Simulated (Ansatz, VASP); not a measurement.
# Two plane-wave programs on Mo

POSCAR

```
Mo
1.0
    2.6944777412      0.0000000000      0.0000000000
   -1.3472388706      2.3334861739      0.0000000000
    0.0000000000      0.0000000000      2.4785252790
Mo
1
Direct
    0.0000000000      0.0000000000      0.5000000000
```

Contents of INCAR.step1:

```
SYSTEM = Mo
PREC     = Accurate       ! precision mode
ENCUT    = 520            ! plane-wave cutoff, eV
ISMEAR   = 0              ! smearing method
SIGMA    = 0.15           ! smearing width, eV
LREAL    = .FALSE.        ! projectors in reciprocal space
LASPH    = .TRUE.         ! aspherical terms in the spheres
NELM     = 80             ! most SCF steps
NBANDS   = 13             ! bands
GGA      = PE             ! functional
ALGO     = Normal         ! electronic algorithm
EDIFF    = 1E-4           ! SCF threshold, eV
LWAVE    = .TRUE.         ! write WAVECAR
LCHARG   = .FALSE.        ! write CHGCAR
```

The input INCAR.step2:

```
SYSTEM = Mo
PREC     = Accurate       ! precision mode
ENCUT    = 520            ! plane-wave cutoff, eV
EDIFF    = 1E-6           ! SCF threshold, eV
ISMEAR   = 0              ! smearing method
SIGMA    = 0.15           ! smearing width, eV
LREAL    = .FALSE.        ! projectors in reciprocal space
LASPH    = .TRUE.         ! aspherical terms in the spheres
NELM     = 80             ! most SCF steps
ALGO     = Normal         ! electronic algorithm
ISIF     = 2              ! what is computed and relaxed
LWAVE    = .FALSE.        ! write WAVECAR
LCHARG   = .FALSE.        ! write CHGCAR
METAGGA  = R2SCAN         ! meta-GGA
LMIXTAU  = .TRUE.       
NBANDS   = 13             ! bands
ISTART   = 1
```

KPOINTS

```
regular mesh
0
G
  18 18 18
  0 0 0
```

Input for Ansatz:

```yaml
crystal:
  lattice:
    - [2.6944777412, 0.0, 0.0]
    - [-1.3472388706, 2.3334861739, 0.0]
    - [0.0, 0.0, 2.478525279]
  atoms:
    - { symbol: Mo, position: [0.0, 0.0, 0.5] }
basis:
  ecutwfc: 500
kpoints:
  mp_grid: { grid: [18, 18, 18] }
hamiltonian:
  xc: r2scan
scf:
  occupations: { method: gaussian, width: 0.15 }
output:
  forces: true
  stress: true
  eigenvalues: true
```

Change from the starting cell: strain -0.015 along x and y, -0.030 along z, atoms carried along.

Alike in both runs: task single point; functional r2SCAN; k mesh 18 × 18 × 18; occupations gaussian, width 0.15 eV; no spin polarisation.

```csv
,VASP,Ansatz
version,VASP 6.6.1,Ansatz 0.2.0
potentials or method,"VASP PAW PBE potentials, release 64 (Mo_sv), cutoff 520 eV","scalar-relativistic, plane waves, PAW"
valence electrons in the cell,14,14
```

|  | VASP | Ansatz | Ansatz less VASP |
| --- | --- | --- | --- |
| gap on the k mesh at the Fermi level (eV) | none | none | - |
| pressure (GPa) | 17.0 | 15.6 | -1.39 |
| traceless stress, the component that is largest in VASP (GPa) | 0.04 | -0.29 | -0.328 |

VASP's potentials were made for PBE, not for r2SCAN. A gap of «none» marks a metal or a gap that the smearing closes.
